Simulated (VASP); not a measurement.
A run of VASP 6.6.1 is set up as follows.

Contents of INCAR:

```
PREC = Accurate ; ENCUT = 520
EDIFF = 1E-7 ; ISMEAR = -1
SIGMA = 0.05 ; LREAL = F
LASPH = T ; NELM = 80
ALGO = Normal ; ISIF = 2
LWAVE = F ; LCHARG = F
GGA = PE ; NBANDS = 22
```

KPOINTS

```
regular mesh
0
Gamma
  9 9 4
```

POSCAR

```
F
1.0
    2.7500000000     -1.6400000000      0.0000000000
    2.7500000000      1.6400000000      0.0000000000
   -1.5360119809      0.0000000000      7.1200165312
F
4
Direct
    0.4950000000      0.4950000000      0.4000000000
    0.5050000000      0.5050000000      0.6000000000
    0.9496000000      0.9496000000      0.9004000000
    0.0504000000      0.0504000000      0.0996000000
```

Potentials or basis: VASP PAW PBE potentials, release 64 (F).

Command:

```console
$ cat potpaw_PBE.64/F/POTCAR > POTCAR
$ mpirun -np 1 vasp_std > vasp.out
```

Q: What does it give for the band gap on the k mesh?

A: 2.28 eV, direct.

Q: Estimate the largest force.

A: 0.593 eV/Å.

Q: Predict the pressure.

A: -1.0 GPa.

Stress tensor (GPa, compression positive):
```
 0.19  0.00  0.08
 0.00  0.23  0.00
 0.08  0.00 -3.44
```

A k mesh can miss the band edges.
